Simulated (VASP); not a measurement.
# Si (Fm-3m) in VASP: a series of runs

Runs on Si. Level: PBEsol. Tasks: single point.

All numbers are computed with VASP 6.6.1; they aren't measurements. Logs are shortened: lines on timing, memory, paths and dates and some standing lists are left out, and cuts for length are marked.

**1. The cell of the first run**

It takes space group Fm-3m (No. 225, cubic). The conventional cell has a = 3.340 Å, b = 3.340 Å, c = 3.340 Å, α = 90.00°, β = 90.00°, γ = 90.00°. Within 3.1 Å of Si (site symmetry m-3m) lie 12 Si at 2.36 Å.

This isn't the form of Si at room conditions, which is diamond.

**2. Single point, PBEsol**

File INCAR:

```
SYSTEM = Si
PREC = Accurate ; ENCUT = 500
EDIFF = 1E-6 ; ISMEAR = 1
SIGMA = 0.1 ; LREAL = .False.
LASPH = .True. ; NELM = 120
ALGO = Normal ; ISIF = 2
LWAVE = .False. ; LCHARG = .True.
GGA = PS ; LELF = .True.
LVHAR = .True. ; NBANDS = 8
GGA_COMPAT = .False.
```

File KPOINTS:

```
regular mesh
0
Gamma
  14 14 14
  0 0 0
```

File POSCAR:

```
Si
1.0
    0.0000000000      1.6700000000      1.6700000000
    1.6700000000      0.0000000000      1.6700000000
    1.6700000000      1.6700000000      0.0000000000
Si
1
Direct
    0.0000000000      0.0000000000      0.0000000000
```

Potentials or basis: VASP PAW PBE potentials, release 64 (Si).

The run is started by

```sh
$ cat potpaw_PBE.64/Si/POTCAR > POTCAR
$ mpirun -np 1 vasp_std > vasp.out
```

OUTCAR:

```text
SYSTEM = Si
   PREC = Accurate
   ENCUT = 500
   EDIFF = 1E-6
   ISMEAR = 1
   LREAL = .False.
   LASPH = .True.
   NELM = 120
   ISIF = 2
   GGA = PS

 ion  position               nearest neighbor table
   1  0.000  0.000  0.000-

  LATTYP: Found a face centered cubic cell.
 ALAT       =     3.3400000000

  Lattice vectors:

 A1 = (   0.0000000000,   1.6700000000,   1.6700000000)
 A2 = (   1.6700000000,   0.0000000000,   1.6700000000)
 A3 = (   1.6700000000,   1.6700000000,   0.0000000000)

Analysis of symmetry for initial positions (statically):
=====================================================================
 Subroutine PRICEL returns:
 Original cell was already a primitive cell.

 Routine SETGRP: Setting up the symmetry group for a
 face centered cubic supercell.

 Subroutine GETGRP returns: Found 48 space group operations
 (whereof 48 operations were pure point group operations)
 out of a pool of 48 trial point group operations.

The static configuration has the point symmetry O_h .

Analysis of symmetry for dynamics (positions and initial velocities):
=====================================================================
 Subroutine PRICEL returns:
 Original cell was already a primitive cell.

 Routine SETGRP: Setting up the symmetry group for a
 face centered cubic supercell.

 Subroutine GETGRP returns: Found 48 space group operations
 (whereof 48 operations were pure point group operations)
 out of a pool of 48 trial point group operations.

The dynamic configuration has the point symmetry O_h .

 Subroutine INISYM returns: Found 48 space group operations
 (whereof 48 operations are pure point group operations),
 and found     1 'primitive' translations

----------------------------------------------------------------------------------------

                                     Primitive cell

  volume of cell :       9.3149

  direct lattice vectors                    reciprocal lattice vectors
     0.000000000  1.670000000  1.670000000    -0.299401198  0.299401198  0.299401198
     1.670000000  0.000000000  1.670000000     0.299401198 -0.299401198  0.299401198
     1.670000000  1.670000000  0.000000000     0.299401198  0.299401198 -0.299401198

  length of vectors
     2.361736649  2.361736649  2.361736649     0.518578086  0.518578086  0.518578086

  position of ions in fractional coordinates (direct lattice)
     0.000000000  0.000000000  0.000000000

  ion indices of the primitive-cell ions
   primitive index   ion index
                 1           1

----------------------------------------------------------------------------------------

 KPOINTS: regular mesh

Automatic generation of k-mesh.
 Grid dimensions read from file:
 generate k-points for:   14   14   14

 Generating k-lattice:

  Cartesian coordinates                     Fractional coordinates (reciprocal lattice)
    -0.021385800  0.021385800  0.021385800     0.071428571  0.000000000  0.000000000
     0.021385800 -0.021385800  0.021385800     0.000000000  0.071428571  0.000000000
     0.021385800  0.021385800 -0.021385800     0.000000000  0.000000000  0.071428571

  Length of vectors
     0.037041292  0.037041292  0.037041292

  Shift w.r.t. Gamma in fractional coordinates (k-lattice)
     0.000000000  0.000000000  0.000000000

 Subroutine IBZKPT returns following result:
 ===========================================

 Found    104 irreducible k-points:

 Following reciprocal coordinates:
            Coordinates               Weight
  0.000000  0.000000  0.000000      1.000000
  0.071429  0.000000  0.000000      8.000000
  0.142857  0.000000  0.000000      8.000000
  0.214286  0.000000  0.000000      8.000000
  0.285714  0.000000  0.000000      8.000000
  0.357143  0.000000  0.000000      8.000000
[... 16 lines left out ...]
  0.214286  0.142857  0.000000     24.000000
  0.285714  0.142857  0.000000     24.000000
 [... further k-points ...]
   k-points           NKPTS =    104   k-points in BZ     NKDIM =    104   number of bands    NBANDS=      8
   number of dos      NEDOS =    301   number of ions     NIONS =      1
   total plane-waves  NPLWV =   5832
   dimension x,y,z NGX =    18 NGY =   18 NGZ =   18
   dimension x,y,z NGXF=    36 NGYF=   36 NGZF=   36
   ions per type =               1
   NGX,Y,Z   is equivalent  to a cutoff of  12.67, 12.67, 12.67 a.u.
   NGXF,Y,Z  is equivalent  to a cutoff of  25.34, 25.34, 25.34 a.u.
 SYSTEM =  Si
   PREC   = accura    normal or accurate (medium, high low for compatibility)
   ISTART =      0    job   : 0-new  1-cont  2-samecut
   ICHARG =      2    charge: 1-file 2-atom 10-const
   ISPIN  =      1    spin polarized calculation?
   LNONCOLLINEAR =      F non collinear calculations
   LSORBIT =      F    spin-orbit coupling
   LASPH  =      T    aspherical Exc in radial PAW
   ENCUT  =  500.0 eV  36.75 Ry    6.06 a.u.   4.31  4.31  4.31*2*pi/ulx,y,z
   NELM   =    120;   NELMIN=  2; NELMDL= -5     # of ELM steps
   EDIFF  = 0.1E-05   stopping-criterion for ELM
   LREAL  =      F    real-space projection
   EDIFFG = 0.1E-04   stopping-criterion for IOM
   NSW    =      0    number of steps for IOM
   IBRION =     -1    ionic relax: 0-MD 1-quasi-New 2-CG
   NFREE  =      0    steps in history (QN), initial steepest desc. (CG)
   ISIF   =      2    stress and relaxation
   ISYM   =      2    0-nonsym 1-usesym 2-fastsym
   POTIM  = 0.5000    time-step for ionic-motion
   TEBEG  =    0.0;   TEEND  =   0.0 temperature during run
   PSTRESS=    0.0 pullay stress
   NELECT =       4.0000    total number of electrons
   NUPDOWN=      -1.0000    fix difference up-down
   EMIN   =  10.00;   EMAX   =-10.00  energy-range for DOS
   EFERMI =   0.00;   METHOD = LEGACY
   ISMEAR =     1;   SIGMA  =   0.10  broadening in eV -4-tet -1-fermi 0-gaus
   EFERMI_NEDOS =   21; number of points for ismear=-14 and -15
   IALGO  =     38    algorithm
   IMIX   =      4    mixing-type and parameters
     AMIX     =   0.40;   BMIX     =  1.00
     AMIX_MAG =   1.60;   BMIX_MAG =  1.00
  volume/ion in A,a.u.               =       9.31        62.86
  Fermi-wavevector in a.u.,A,eV,Ry     =   1.235099  2.333998 20.755266  1.525469
  Thomas-Fermi vector in A             =   2.369762
   LORBIT       =      0    0 simple, 1 ext, 2 COOP (PROOUT), +10 PAW based schemes
   GGA     = PS    functional components
   LHFCALC =     F    Hartree Fock is set to
   AEXX    =    0.0000 exact exchange contribution
   IVDW    =     0    specifies the selected vdW correction
   LEPSILON=     F    determine dielectric tensor
   LRPA    =     F    only Hartree local field effects (RPA)
 non-spin polarized calculation
 Methfessel and Paxton  Order N= 1 SIGMA  =   0.10
  energy-cutoff  :      500.00
  volume of cell :        9.31
 maximum number of plane-waves:       259
 NGX is ok and might be reduce to    18
   NGX =  9   NGY =  9   NGZ =  9

 number of electron       4.0000000 magnetization

 Free energy of the ion-electron system (eV)
  ---------------------------------------------------
  ext. energy  EPLUGINS =         0.00000000
  ---------------------------------------------------
  free energy    TOTEN  =        -4.40283937 eV

  energy without entropy =       -4.40243690  energy(sigma->0) =       -4.40270521

 E-fermi :  17.1364     XC(G=0): -13.1087

 val. band max:       17.1060308382   @ k =   0.3571   0.1429   0.0714
 cond. band min:      17.1419596220   @ k =   0.5000   0.3571   0.0714
 fundamental gap:      0.0359287838
 Fermi energy:        17.1364466221

 k-point     1 :       0.0000    0.0000    0.0000
  band No.  band energies     occupation
      1      -2.1198      2.00000
      2      30.8441      0.00000
      3      30.8441      0.00000
      4      30.8441      0.00000
      5      34.5805      0.00000
      6      34.5805      0.00000
      7      34.5805      0.00000
      8      37.2977      0.00000

 k-point     2 :       0.0714    0.0000    0.0000
  band No.  band energies     occupation
      1      -1.9213      2.00000
      2      28.2599      0.00000
      3      30.4730      0.00000
      4      30.4730      0.00000
      5      35.2026      0.00000
      6      35.2633      0.00000
      7      35.2633      0.00000
      8      39.2027      0.00000

 k-point     3 :       0.1429    0.0000    0.0000
  band No.  band energies     occupation
      1      -1.3272      2.00000
      2      24.3164      0.00000
      3      29.8076      0.00000
      4      29.8076      0.00000
      5      35.0756      0.00000
      6      36.6971      0.00000
      7      36.6971      0.00000
      8      37.7895      0.00000

 k-point     4 :       0.2143    0.0000    0.0000
  band No.  band energies     occupation
      1      -0.3426      2.00000
      2      20.4040      0.00000
      3      29.2572      0.00000
      4      29.2572      0.00000
      5      34.7734      0.00000
      6      35.4634      0.00000
      7      35.4634      0.00000
      8      39.1625      0.00000

 k-point     5 :       0.2857    0.0000    0.0000
  band No.  band energies     occupation
      1       1.0245      2.00000
      2      16.7090      2.00000
      3      28.9430      0.00000
      4      28.9430      0.00000
      5      33.6839      0.00000
      6      33.6839      0.00000
      7      34.6029      0.00000
      8      40.1551      0.00000
[... 177 lines left out ...]
 k-point    22 :       0.1429    0.1429    0.0000
  band No.  band energies     occupation
      1      -1.0640      2.00000
      2      26.8636      0.00000
      3      27.1508      0.00000
      4      27.1508      0.00000
      5      32.4138      0.00000
      6      33.3163      0.00000
      7      39.7457      0.00000
      8      39.7457      0.00000

 k-point    23 :       0.2143    0.1429    0.0000
  band No.  band energies     occupation
      1      -0.3426      2.00000
      2      23.3718      0.00000
      3      26.2698      0.00000
      4      27.7420      0.00000
      5      30.5027      0.00000
      6      32.9785      0.00000
      7      40.4629      0.00000
      8      40.5734      0.00000

 k-point    24 :       0.2857    0.1429    0.0000
  band No.  band energies     occupation
      1       0.7650      2.00000
      2      19.6618      0.00000
      3      25.7018      0.00000
      4      27.4480      0.00000
      5      28.8398      0.00000
      6      34.5030      0.00000
      7      39.2453      0.00000
      8      40.5072      0.00000

 [... further k-points ...]

------------------------ aborting loop because EDIFF is reached ----------------------------------------

  FORCE on cell =-STRESS in cart. coord.  units (eV):
  Direction    XX          YY          ZZ          XY          YZ          ZX
  --------------------------------------------------------------------------------------
  -------------------------------------------------------------------------------------
  Total        5.3135778      5.3135778      5.3135778     -0.0000000     -0.0000000      0.0000000
  in kB      913.9411125    913.9411125    913.9411125     -0.0000000     -0.0000000      0.0000000
  external PRESSURE =     913.9411125 kB  Pullay stress =       0.0000000 kB

 VOLUME and BASIS-vectors are now :
 -----------------------------------------------------------------------------
  energy-cutoff  :      500.00
  volume of cell :        9.31
      direct lattice vectors                 reciprocal lattice vectors
     0.000000000  1.670000000  1.670000000    -0.299401198  0.299401198  0.299401198
     1.670000000  0.000000000  1.670000000     0.299401198 -0.299401198  0.299401198
     1.670000000  1.670000000  0.000000000     0.299401198  0.299401198 -0.299401198

 POSITION                                       TOTAL-FORCE (eV/Angst)
 -----------------------------------------------------------------------------------
      0.00000      0.00000      0.00000         0.000000      0.000000      0.000000
 -----------------------------------------------------------------------------------
    total drift:                               -0.000000     -0.000000      0.000000

  FREE ENERGIE OF THE ION-ELECTRON SYSTEM (eV)
  ---------------------------------------------------
  free  energy   TOTEN  =        -4.4028393677 eV

  energy  without entropy=       -4.4024369030  energy(sigma->0) =       -4.40270521
```

It took 5.8 s on 1 thread of AMD EPYC 7R13 (Zen 3), shared host; peak memory 0.08 GiB.

What came out:

```yaml
Free_energy: -4.4028 eV
Pressure: 91.4 GPa
Band_gap_on_the_k_mesh: zero (bands 2 and 3 overlap by 17.46 eV)
```

Caveat: the cell stands under pressure; the PAW data sets were made with another functional, which shifts forces and pressure a little.

**3. Single point, PBEsol**

File INCAR:

```
PREC = Accurate
ENCUT = 500
EDIFF = 1E-6
ISMEAR = 1
SIGMA = 0.1
LREAL = F
LASPH = T
NELM = 120
ALGO = Normal
ISIF = 2
LWAVE = F
LCHARG = F
GGA = PS
NBANDS = 8
GGA_COMPAT = F
```

File KPOINTS:

```
regular mesh
0
Gamma
  14 14 14
```

POSCAR is that of step 2.

Potentials or basis: VASP PAW PBE potentials, release 64 (Si).

The run is started by

```sh
$ cat potpaw_PBE.64/Si/POTCAR > POTCAR
$ mpirun -np 1 vasp_std > vasp.out
```

Wall time 5.3 s (1 thread of AMD EPYC 7R13 (Zen 3), shared host); peak memory 0.08 GiB.

The run converged. Its results:

| Item | Value |
| --- | --- |
| Free energy | -4.4028 eV |
| Pressure | 91.4 GPa |
| Band gap on the k mesh | zero (bands 2 and 3 overlap by 17.46 eV) |

Levels at points of the mesh, in eV from the Fermi level:
| k point | band 1 | band 2 | band 3 | band 4 | band 5 | band 6 | band 7 |
| --- | --- | --- | --- | --- | --- | --- | --- |
| (0.00, 0.00, 0.00) | -19.26 | 13.71 | 13.71 | 13.71 | 17.44 | 17.44 | 17.44 |
| (0.50, 0.00, 0.00) | -10.27 | -9.29 | 12.15 | 12.15 | 13.40 | 13.40 | 18.31 |
| (0.50, 0.50, 0.00) | -7.82 | -5.45 | 3.29 | 4.72 | 4.72 | 10.86 | 31.76 |

Caveat: the cell stands under pressure; the PAW data sets were made with another functional, which shifts forces and pressure a little.
